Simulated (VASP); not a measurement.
Here is a VASP 6.6.1 calculation.

INCAR

```
SYSTEM = Ge
PREC     = Accurate       ! precision mode
ENCUT    = 500            ! plane-wave cutoff, eV
EDIFF    = 1E-6           ! SCF threshold, eV
ISMEAR   = 1              ! smearing method
SIGMA    = 0.1            ! smearing width, eV
LREAL    = .False.        ! projectors in reciprocal space
LASPH    = .True.         ! aspherical terms in the spheres
NELM     = 120            ! most SCF steps
ALGO     = Normal         ! electronic algorithm
ISIF     = 2              ! what is computed and relaxed
LWAVE    = .False.        ! write WAVECAR
LCHARG   = .False.        ! write CHGCAR
GGA      = PE             ! functional
NBANDS   = 13             ! bands
GGA_COMPAT= .False.
```

Contents of KPOINTS:

```
regular mesh
0
Gamma
  7 7 7
  0 0 0
```

Contents of POSCAR:

```
Ge
1.0
    0.0000000000      2.1349084369      2.1349084369
    2.1349084369      0.0000000000      2.1349084369
    2.1349084369      2.1349084369      0.0000000000
Ge
1
Direct
    0.0000000000      0.0000000000      0.0000000000
```

Potentials or basis: VASP PAW PBE potentials, release 64 (Ge_d).

Launch:

```console
$ cat potpaw_PBE.64/Ge_d/POTCAR > POTCAR
$ mpirun -np 1 vasp_std > vasp.out
```

(1) What does it give for the band gap on the k mesh?

(2) Estimate the pressure.

## Answers

(1) zero (bands 7 and 8 overlap by 10.77 eV).

(2) -0.1 GPa.

Caveat: the k points lie up to 0.36 Å⁻¹ apart, too coarse for converged energies and pressures of a metal.
